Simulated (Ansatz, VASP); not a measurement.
## Sn in VASP and in Ansatz

Contents of INCAR:

```
  ALGO = Normal
  EDIFF = 1E-6
  ENCUT = 520
  ISIF = 2
  ISMEAR = -1
  LASPH = T
  LCHARG = T
  LELF = T
  LREAL = F
  LVHAR = T
  LWAVE = F
  NBANDS = 21
  NELM = 60
  PREC = Accurate
  SIGMA = 0.03
```

The input KPOINTS:

```
k-points
0
Gamma
  9 9 9
```

The input POSCAR:

```
Sn
1.0
    0.0000000000      3.2883101610      3.2883101610
    3.2883101610      0.0000000000      3.2883101610
    3.2883101610      3.2883101610      0.0000000000
Sn
2
Direct
    0.5000000000      0.5000000000      0.5000000000
    0.7500000000      0.7500000000      0.7500000000
```

Input for Ansatz:

```yaml
crystal:
  lattice:
    - [0.0, 3.288310161, 3.288310161]
    - [3.288310161, 0.0, 3.288310161]
    - [3.288310161, 3.288310161, 0.0]
  atoms:
    - { symbol: Sn, position: [0.5, 0.5, 0.5] }
    - { symbol: Sn, position: [0.75, 0.75, 0.75] }
kpoints:
  mp_grid: { grid: [9, 9, 9] }
  band_path:
    path:
      - [0.0, 0.0, 0.0]
      - [0.5, 0.0, 0.5]
      - [0.625, 0.25, 0.625]
      - [0.375, 0.375, 0.75]
      - [0.0, 0.0, 0.0]
      - [0.5, 0.5, 0.5]
      - [0.5, 0.25, 0.75]
      - [0.5, 0.0, 0.5]
    npoints: 5
scf:
  occupations: { method: fermi_dirac, width: 0.03 }
hamiltonian:
  xc: lda
  pseudopotentials: { kind: all_electron, lapw: { basis_error: 0.00025 } }
output:
  forces: true
  stress: true
  eigenvalues: true
```

Change from the starting cell: volume scaled by 1.04.

Alike in both runs: task single point; functional LDA; k mesh 9 × 9 × 9; occupations fermi-dirac, width 0.03 eV; no spin polarisation.

|  | VASP | Ansatz |
| --- | --- | --- |
| version | VASP 6.6.1 | Ansatz 0.2.0 |
| potentials or method | VASP PAW LDA potentials, release 64 (Sn_d), cutoff 520 eV | all-electron LAPW, scalar-relativistic |

|  | VASP | Ansatz | Ansatz less VASP |
| --- | --- | --- | --- |
| pressure (GPa) | -1.9 | -1.9 | 0.00 |

LDA's correlation is that of Perdew and Zunger in VASP and of Perdew and Wang (1992) in Ansatz. Ansatz ran all-electron here, and VASP with PAW potentials.
